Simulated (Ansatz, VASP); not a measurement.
# BaZrO3: VASP beside Ansatz

```xyz
5
Lattice="4.1913 0.0000 0.0000 0.0000 4.1913 0.0000 0.0000 0.0000 4.1913" Properties=species:S:1:pos:R:3 pbc="T T T"
Ba    0.0000    0.0000    0.0000
Zr    2.0957    2.0957    2.0957
O     2.0957    2.0957    0.0000
O     2.0957    0.0000    2.0957
O     0.0000    2.0957    2.0957
```

Alike in both runs: task relaxation of cell and atoms; functional revPBE; dispersion D4; k mesh 6 × 6 × 6; occupations fermi-dirac, width 0.05 eV; no spin polarisation.

|  | VASP | Ansatz |
| --- | --- | --- |
| version | VASP 6.6.1 | Ansatz 0.2.0 |
| potentials or method | VASP PAW PBE potentials, release 64 (Ba_sv, Zr_sv, O) | Ansatz PAW |
| plane-wave cutoff (eV) | 600 | 420 |
| valence electrons in the cell | 40 | 40 |

|  | VASP | Ansatz | Ansatz less VASP |
| --- | --- | --- | --- |
| gap on the k mesh at the Fermi level, each at its own relaxed structure (eV) | 3.18 | 3.24 | +0.060 |
| relaxed volume (Å³/atom) | 15.05 | 14.96 | -0.082 |
| relaxed length of the cell vector where the two differ most in proportion (Å) | 4.221 | 4.214 | -0.0077 |

VASP's potentials were made for PBE, not for revPBE.

Spin-orbit coupling is off throughout. Noted on Ansatz's run: the plane-wave basis is chosen anew once the cell has moved, so the energies of steps on either side of that aren't comparable.
